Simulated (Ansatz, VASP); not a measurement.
# InSb: VASP beside Ansatz

Contents of INCAR:

```
SYSTEM = InSb
ALGO = Normal
EDIFF = 1E-7
EDIFFG = -0.005
ENCUT = 600
GGA = PE
IBRION = 2
ISIF = 3
ISMEAR = 0
LASPH = .True.
LCHARG = .False.
LREAL = .False.
LWAVE = .False.
NELM = 80
NSW = 100
PREC = Accurate
SIGMA = 0.1
```

The input KPOINTS:

```
k-points
0
Gamma
  12 12 12
  0 0 0
```

File POSCAR:

```
InSb
1.0
    0.0000000000      3.3166107078      3.3166107078
    3.3166107078      0.0000000000      3.3166107078
    3.3166107078      3.3166107078      0.0000000000
In Sb
1 1
Direct
    0.0000000000      0.0000000000      0.0000000000
    0.2500000000      0.2500000000      0.2500000000
```

Input for Ansatz:

```yaml
crystal:
  lattice:
    - [0.0, 3.3166107078, 3.3166107078]
    - [3.3166107078, 0.0, 3.3166107078]
    - [3.3166107078, 3.3166107078, 0.0]
  atoms:
    - { symbol: In, position: [0.0, 0.0, 0.0] }
    - { symbol: Sb, position: [0.25, 0.25, 0.25] }
basis:
  ecutwfc: 420
kpoints:
  mp_grid: { grid: [12, 12, 12] }
hamiltonian:
  xc: pbe
scf:
  occupations: { method: gaussian, width: 0.1 }
output:
  forces: true
  stress: true
  eigenvalues: true
  write_density: true
  write_potential: true
  elf: true
  volumetric_format: npy
relax:
  adjacent_minimum: "off"
  f_tol: 0.005
  max_steps: 80
  cell: { stress_tol: 0.05 }
```

Alike in both runs: task relaxation of cell and atoms; functional PBE; k mesh 12 × 12 × 12; occupations gaussian, width 0.1 eV; no spin polarisation.

|  | VASP | Ansatz |
| --- | --- | --- |
| version | VASP 6.6.1 | Ansatz 0.2.0 |
| potentials or method | VASP PAW PBE potentials, release 64 (In_d, Sb), cutoff 600 eV | scalar-relativistic, plane waves, PAW |
| valence electrons in the cell | 18 | 28 |

Ansatz gave:

* gap on the k mesh at the Fermi level, each at its own relaxed structure (eV): none
* relaxed volume (Å³/atom): 36.48
* relaxed length of the cell vector where the two differ most in proportion (Å): 4.690

Task: Estimate VASP's values.

Result: gap on the k mesh at the Fermi level, each at its own relaxed structure (eV): none; relaxed volume (Å³/atom): 36.52; relaxed length of the cell vector where the two differ most in proportion (Å): 4.692.

A gap of «none» marks a metal or a gap that the smearing closes. VASP's potentials hold 18 valence electrons a cell and Ansatz's 28, so a difference there can come from the potentials and not from the codes.

Neither program's run includes spin-orbit coupling.
